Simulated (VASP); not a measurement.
# Re in VASP: further runs

Re is run at these levels: LDA; tasks: single point, relaxation of cell and atoms.

All numbers are computed with VASP 6.6.1; they aren't measurements. Logs are shortened: lines on timing, memory, paths and dates and some standing lists are left out, and cuts for length are marked.

## Step 1: The cell of the first run

It takes space group P6_3/mmc (No. 194, hexagonal). Conventional cell: a = 2.741 Å, b = 2.741 Å, c = 4.406 Å, α = 90.00°, β = 90.00°, γ = 120.00°. Within 3.6 Å of Re (site symmetry -6m2) lie 12 Re at 2.71 to 2.74 Å.

## Step 2: Single point, LDA

The input, INCAR:

```
PREC     = Accurate       # precision mode
ENCUT    = 500            # plane-wave cutoff, eV
EDIFF    = 1E-6           # SCF threshold, eV
ISMEAR   = -1             # smearing method
SIGMA    = 0.05           # smearing width, eV
LREAL    = F              # projectors in reciprocal space
LASPH    = T              # aspherical terms in the spheres
NELM     = 120            # most SCF steps
ALGO     = Normal         # electronic algorithm
ISIF     = 2              # what is computed and relaxed
LWAVE    = F              # write WAVECAR
LCHARG   = F              # write CHGCAR
GGA      = CA             # functional
NBANDS   = 22             # bands
GGA_COMPAT= F
```

The input, KPOINTS:

```
Automatic mesh
0
Gamma
  9 9 5
```

The input, POSCAR:

```
Re
1.0
    2.7408448224      0.0000260313      0.0000298480
   -1.3703998674      2.3736162030     -0.0000097615
    0.0000481992      0.0000096261      4.4064004138
Re
2
Direct
    0.3221392978      0.6627485170      0.2627902138
    0.6554795422      0.3294202130      0.7627875862
```

Potentials or basis: VASP PAW LDA potentials, release 64 (Re_sv_GW).

The run is started by

```bash
$ cat potpaw_LDA.64/Re_sv_GW/POTCAR > POTCAR
$ mpirun -np 1 vasp_std > vasp.out
```

OUTCAR:

```text
PREC = Accurate
   ENCUT = 500
   EDIFF = 1E-6
   ISMEAR = -1
   LREAL = F
   LASPH = T
   NELM = 120
   ISIF = 2
   GGA = CA

 ion  position               nearest neighbor table
   1  0.322  0.663  0.263-   2 2.71   2 2.71   2 2.71   2 2.71   2 2.71   2 2.71
   2  0.655  0.329  0.763-   1 2.71   1 2.71   1 2.71   1 2.71   1 2.71   1 2.71

  LATTYP: Found a simple monoclinic cell.
 ALAT       =     2.7408118644
 B/A-ratio  =     1.6076989710
 C/A-ratio  =     1.7320628604
 COS(beta)  =    -0.8660219325

  Lattice vectors:

 A1 = (  -1.3703998674,   2.3736162030,  -0.0000097615)
 A2 = (  -0.0000481992,  -0.0000096261,  -4.4064004138)
 A3 = (  -0.0000450876,  -4.7472584373,  -0.0000103250)

Analysis of symmetry for initial positions (statically):
=====================================================================
 Subroutine PRICEL returns:
 Original cell was already a primitive cell.

 Routine SETGRP: Setting up the symmetry group for a
 simple monoclinic supercell.

 Subroutine GETGRP returns: Found  4 space group operations
 (whereof  1 operations were pure point group operations)
 out of a pool of  4 trial point group operations.

The static configuration has the point symmetry C_1 .
 The point group associated with its full space group is C_2h.

Analysis of symmetry for dynamics (positions and initial velocities):
=====================================================================
 Subroutine PRICEL returns:
 Original cell was already a primitive cell.

 Routine SETGRP: Setting up the symmetry group for a
 simple monoclinic supercell.

 Subroutine GETGRP returns: Found  4 space group operations
 (whereof  1 operations were pure point group operations)
 out of a pool of  4 trial point group operations.

The dynamic configuration has the point symmetry C_1 .
 The point group associated with its full space group is C_2h.

 Subroutine INISYM returns: Found  4 space group operations
 (whereof  1 operations are pure point group operations),
 and found     1 'primitive' translations

----------------------------------------------------------------------------------------

                                     Primitive cell

  volume of cell :      28.6669

  direct lattice vectors                    reciprocal lattice vectors
     2.740844822  0.000026031  0.000029848     0.364849009  0.210644430 -0.000004451
    -1.370399867  2.373616203 -0.000009761    -0.000004001  0.421295791 -0.000000920
     0.000048199  0.000009626  4.406400414    -0.000002471 -0.000000494  0.226942608

  length of vectors
     2.740844823  2.740811864  4.406400414     0.421290725  0.421295791  0.226942608

  position of ions in fractional coordinates (direct lattice)
     0.322139298  0.662748517  0.262790214
     0.655479542  0.329420213  0.762787586

  ion indices of the primitive-cell ions
   primitive index   ion index
                 1           1
                 2           2

----------------------------------------------------------------------------------------

 KPOINTS: Automatic mesh

Automatic generation of k-mesh.
 Grid dimensions read from file:
 generate k-points for:    9    9    5

 Generating k-lattice:

  Cartesian coordinates                     Fractional coordinates (reciprocal lattice)
     0.040538779  0.023404937 -0.000000495     0.111111111 -0.000000000  0.000000000
    -0.000000445  0.046810643 -0.000000102    -0.000000000  0.111111111  0.000000000
    -0.000000494 -0.000000099  0.045388522     0.000000000  0.000000000  0.200000000

  Length of vectors
     0.046810081  0.046810643  0.045388522

  Shift w.r.t. Gamma in fractional coordinates (k-lattice)
     0.000000000  0.000000000  0.000000000

 Subroutine IBZKPT returns following result:
 ===========================================

 Found    123 irreducible k-points:

 Following reciprocal coordinates:
            Coordinates               Weight
  0.000000  0.000000  0.000000      1.000000
  0.111111  0.000000  0.000000      2.000000
  0.222222  0.000000 -0.000000      2.000000
  0.333333  0.000000 -0.000000      2.000000
  0.444444  0.000000 -0.000000      2.000000
 -0.000000  0.111111  0.000000      2.000000
[... 16 lines left out ...]
 -0.111111  0.222222  0.000000      2.000000
  0.000000  0.333333  0.000000      2.000000
 [... further k-points ...]
   k-points           NKPTS =    123   k-points in BZ     NKDIM =    123   number of bands    NBANDS=     22
   number of dos      NEDOS =    301   number of ions     NIONS =      2
   total plane-waves  NPLWV =  12800
   dimension x,y,z NGX =    20 NGY =   20 NGZ =   32
   dimension x,y,z NGXF=    40 NGYF=   40 NGZF=   64
   ions per type =               2
   NGX,Y,Z   is equivalent  to a cutoff of  12.13, 12.13, 12.07 a.u.
   NGXF,Y,Z  is equivalent  to a cutoff of  24.26, 24.26, 24.15 a.u.
 SYSTEM =  unknown system
   PREC   = accura    normal or accurate (medium, high low for compatibility)
   ISTART =      0    job   : 0-new  1-cont  2-samecut
   ICHARG =      2    charge: 1-file 2-atom 10-const
   ISPIN  =      1    spin polarized calculation?
   LNONCOLLINEAR =      F non collinear calculations
   LSORBIT =      F    spin-orbit coupling
   LASPH  =      T    aspherical Exc in radial PAW
   ENCUT  =  500.0 eV  36.75 Ry    6.06 a.u.   5.00  5.00  8.03*2*pi/ulx,y,z
   NELM   =    120;   NELMIN=  2; NELMDL= -5     # of ELM steps
   EDIFF  = 0.1E-05   stopping-criterion for ELM
   LREAL  =      F    real-space projection
   EDIFFG = 0.1E-04   stopping-criterion for IOM
   NSW    =      0    number of steps for IOM
   IBRION =     -1    ionic relax: 0-MD 1-quasi-New 2-CG
   NFREE  =      0    steps in history (QN), initial steepest desc. (CG)
   ISIF   =      2    stress and relaxation
   ISYM   =      2    0-nonsym 1-usesym 2-fastsym
   POTIM  = 0.5000    time-step for ionic-motion
   TEBEG  =    0.0;   TEEND  =   0.0 temperature during run
   PSTRESS=    0.0 pullay stress
   NELECT =      30.0000    total number of electrons
   NUPDOWN=      -1.0000    fix difference up-down
   EMIN   =  10.00;   EMAX   =-10.00  energy-range for DOS
   EFERMI =   0.00;   METHOD = LEGACY
   ISMEAR =    -1;   SIGMA  =   0.05  broadening in eV -4-tet -1-fermi 0-gaus
   EFERMI_NEDOS =   21; number of points for ismear=-14 and -15
   IALGO  =     38    algorithm
   IMIX   =      4    mixing-type and parameters
     AMIX     =   0.40;   BMIX     =  1.00
     AMIX_MAG =   1.60;   BMIX_MAG =  1.00
  volume/ion in A,a.u.               =      14.33        96.73
  Fermi-wavevector in a.u.,A,eV,Ry     =   1.662091  3.140897 37.586731  2.762547
  Thomas-Fermi vector in A             =   2.749042
   LORBIT       =      0    0 simple, 1 ext, 2 COOP (PROOUT), +10 PAW based schemes
   GGA     = CA    functional components
   LHFCALC =     F    Hartree Fock is set to
   AEXX    =    0.0000 exact exchange contribution
   IVDW    =     0    specifies the selected vdW correction
   LEPSILON=     F    determine dielectric tensor
   LRPA    =     F    only Hartree local field effects (RPA)
 non-spin polarized calculation
  energy-cutoff  :      500.00
  volume of cell :       28.67
 maximum number of plane-waves:       744
   NGX =  9   NGY =  9   NGZ = 17

 number of electron      29.9999997 magnetization

 Free energy of the ion-electron system (eV)
  ---------------------------------------------------
  ext. energy  EPLUGINS =         0.00000000
  ---------------------------------------------------
  free energy    TOTEN  =       -30.75366239 eV

  energy without entropy =      -30.73602673  energy(sigma->0) =      -30.74484456

 E-fermi :  13.2150     XC(G=0): -14.5764

 val. band max:       13.2134426169   @ k =   0.4444   0.4444   0.2000
 cond. band min:      13.2205616102   @ k =   0.4444  -0.0000   0.4000
 fundamental gap:      0.0071189932
 Fermi energy:        13.2150016632

 k-point     1 :       0.0000    0.0000    0.0000
  band No.  band energies     occupation
      1     -66.1754      2.00000
      2     -66.0311      2.00000
      3     -28.9775      2.00000
      4     -27.8035      2.00000
      5     -27.8034      2.00000
      6     -27.6055      2.00000
[... 14 lines left out ...]
     21      23.6043      0.00000
     22      26.7641      0.00000

 k-point     2 :       0.1111    0.0000    0.0000
  band No.  band energies     occupation
      1     -66.1619      2.00000
      2     -66.0253      2.00000
      3     -28.9261      2.00000
      4     -27.9230      2.00000
      5     -27.8417      2.00000
      6     -27.7292      2.00000
[... 14 lines left out ...]
     21      23.5906      0.00000
     22      27.8939      0.00000

 k-point     3 :       0.2222    0.0000   -0.0000
  band No.  band energies     occupation
      1     -66.1262      2.00000
      2     -66.0114      2.00000
      3     -28.7828      2.00000
      4     -28.2212      2.00000
      5     -28.0277      2.00000
      6     -27.9337      2.00000
[... 14 lines left out ...]
     21      23.2138      0.00000
     22      29.2902      0.00000

 k-point     4 :       0.3333    0.0000   -0.0000
  band No.  band energies     occupation
      1     -66.0822      2.00000
      2     -65.9989      2.00000
      3     -28.5854      2.00000
      4     -28.5565      2.00000
      5     -28.3474      2.00000
      6     -28.0328      2.00000
[... 14 lines left out ...]
     21      24.1560      0.00000
     22      25.9508      0.00000

 k-point     5 :       0.4444    0.0000   -0.0000
  band No.  band energies     occupation
      1     -66.0486      2.00000
      2     -65.9953      2.00000
      3     -28.7722      2.00000
      4     -28.5467      2.00000
      5     -28.4082      2.00000
      6     -28.0945      2.00000
[... 417 lines left out ...]
 k-point    22 :      -0.2222    0.2222    0.0000
  band No.  band energies     occupation
      1     -66.1262      2.00000
      2     -66.0114      2.00000
      3     -28.7828      2.00000
      4     -28.2212      2.00000
      5     -28.0276      2.00000
      6     -27.9337      2.00000
[... 14 lines left out ...]
     21      23.2139      0.00000
     22      29.2901      0.00000

 k-point    23 :      -0.1111    0.2222    0.0000
  band No.  band energies     occupation
      1     -66.1373      2.00000
      2     -66.0155      2.00000
      3     -28.8285      2.00000
      4     -28.0992      2.00000
      5     -28.0117      2.00000
      6     -27.8455      2.00000
[... 14 lines left out ...]
     21      23.3719      0.00000
     22      29.4998      0.00000

 k-point    24 :       0.0000    0.3333    0.0000
  band No.  band energies     occupation
      1     -66.0822      2.00000
      2     -65.9989      2.00000
      3     -28.5854      2.00000
      4     -28.5565      2.00000
      5     -28.3474      2.00000
      6     -28.0329      2.00000
[... 14 lines left out ...]
     21      24.1559      0.00000
     22      25.9511      0.00000

 [... further k-points ...]

------------------------ aborting loop because EDIFF is reached ----------------------------------------

  FORCE on cell =-STRESS in cart. coord.  units (eV):
  Direction    XX          YY          ZZ          XY          YZ          ZX
  --------------------------------------------------------------------------------------
  -------------------------------------------------------------------------------------
  Total       -0.1768257     -0.1762852     -0.1691316     -0.0007705     -0.0000008     -0.0000038
  in kB       -9.8826809     -9.8524729     -9.4526609     -0.0430611     -0.0000425     -0.0002111
  external PRESSURE =      -9.7292716 kB  Pullay stress =       0.0000000 kB

 VOLUME and BASIS-vectors are now :
 -----------------------------------------------------------------------------
  energy-cutoff  :      500.00
  volume of cell :       28.67
      direct lattice vectors                 reciprocal lattice vectors
     2.740844822  0.000026031  0.000029848     0.364849009  0.210644430 -0.000004451
    -1.370399867  2.373616203 -0.000009761    -0.000004001  0.421295791 -0.000000920
     0.000048199  0.000009626  4.406400414    -0.000002471 -0.000000494  0.226942608

 POSITION                                       TOTAL-FORCE (eV/Angst)
 -----------------------------------------------------------------------------------
     -0.02528      1.57312      1.15796         0.000029      0.000042      0.000000
      1.34517      0.78194      3.36116        -0.000029     -0.000042     -0.000000
 -----------------------------------------------------------------------------------
    total drift:                                0.000565     -0.026001      0.044880

  FREE ENERGIE OF THE ION-ELECTRON SYSTEM (eV)
  ---------------------------------------------------
  free  energy   TOTEN  =       -30.7536623898 eV

  energy  without entropy=      -30.7360267343  energy(sigma->0) =      -30.74484456
```

Run time: 20 s. Hardware: 1 thread of Intel Xeon 6975P-C (Granite Rapids), shared host; peak memory 0.17 GiB.

Results:

| Item | Value |
| --- | --- |
| Free energy | -30.7537 eV |
| Pressure | -1.0 GPa |
| Band gap on the k mesh | zero (bands 15 and 16 overlap by 2.91 eV) |

Caveat: spin-orbit coupling is left out, which moves the levels of the heavy elements.

## Step 3: Relaxation of cell and atoms, LDA

This run uses another cell than the first one, of 14.71 Å³/atom.

The input, INCAR:

```
  PREC = Accurate
  ENCUT = 500
  EDIFF = 1E-7
  ISMEAR = -1
  SIGMA = 0.05
  LREAL = False
  LASPH = True
  NELM = 120
  ALGO = Normal
  ISIF = 3
  LWAVE = False
  LCHARG = False
  GGA = CA
  IBRION = 2
  NSW = 100
  EDIFFG = -0.01
  GGA_COMPAT = False
  NELMIN = 4
```

KPOINTS is that of step 2.

The input, POSCAR:

```
Re
1.0
    2.7608000000      0.0000000000      0.0000000000
   -1.3804000000      2.3909229348      0.0000000000
    0.0000000000      0.0000000000      4.4582000000
Re
2
Direct
    0.3172891933      0.6622479367      0.2709512500
    0.6603296467      0.3299207933      0.7546265500
```

Potentials or basis: VASP PAW LDA potentials, release 64 (Re_sv_GW).

The run is started by

```bash
$ cat potpaw_LDA.64/Re_sv_GW/POTCAR > POTCAR
$ mpirun -np 1 vasp_std > vasp.out
```

It took 8 min on 1 thread of Intel Xeon Platinum 8559C (Emerald Rapids), shared host; peak memory 0.22 GiB.

It converged, with:

* Free energy: -30.7648 eV
* Relaxed volume: 14.30 Å³/atom
* Relaxed cell: a = 2.739 Å, b = 2.738 Å, c = 4.404 Å, α = 90.00°, β = 90.00°, γ = 119.99°
* Space group after relaxing (to 0.1 Å): P6_3/mmc (No. 194)
* Energy gained by relaxing: 20.8 meV/atom
* Ionic steps: 16
* Pressure after relaxing: 0.0 GPa
* Band gap on the k mesh: zero (bands 15 and 16 overlap by 2.91 eV)

Forces on the atoms (eV/Å):
```
Re   0.002  0.001  0.001
Re  -0.002 -0.001 -0.001
```

Step by step:
| step | energy change (eV) | largest force (eV/Å) | pressure (GPa) | volume (Å³) |
| --- | --- | --- | --- | --- |
| 1 | 0.0000 | 0.3158 | -10.16 | 29.43 |
| 2 | 0.4607 | 0.6219 | 58.57 | 25.63 |
| 3 | -0.0268 | 0.4090 | -0.01 | 28.66 |
| 4 | -0.0268 | 0.4129 | 0.45 | 28.63 |
| 5 | -0.0376 | 0.2080 | 0.48 | 28.59 |
| 6 | -0.0403 | 0.0451 | 0.84 | 28.55 |
| 7 | -0.0386 | 0.0384 | -3.31 | 28.84 |
| 8 | -0.0413 | 0.0238 | -0.74 | 28.66 |
| 9 | -0.0408 | 0.0272 | 1.35 | 28.51 |
| 10 | -0.0416 | 0.0213 | 0.00 | 28.60 |
| 11 | -0.0416 | 0.0214 | 0.02 | 28.60 |
| 12 | -0.0416 | 0.0147 | 0.05 | 28.60 |
| 13 | -0.0416 | 0.0160 | 0.05 | 28.60 |
| 14 | -0.0416 | 0.0083 | -0.14 | 28.61 |
| 15 | -0.0416 | 0.0076 | -0.13 | 28.62 |
| 16 | -0.0417 | 0.0026 | 0.02 | 28.60 |

Final structure:
```yaml
crystal:
  lattice:
    - [2.73869, 0.00034, 0.00013]
    - [-1.36905, 2.37153, -0.00010]
    - [0.00016, -0.00007, 4.40379]
  atoms:
    - { symbol: Re, position: [0.32199, 0.66271, 0.26277] }
    - { symbol: Re, position: [0.65563, 0.32945, 0.76281] }
```

Levels at points of the mesh, in eV from the Fermi level:
```tsv
k point	band 12	band 13	band 14	band 15	band 16	band 17	band 18	band 19
(0.00, 0.00, 0.00)	-1.65	-1.59	-0.77	-0.76	0.14	0.15	0.89	3.49
```

Caveat: spin-orbit coupling is left out, which moves the levels of the heavy elements.
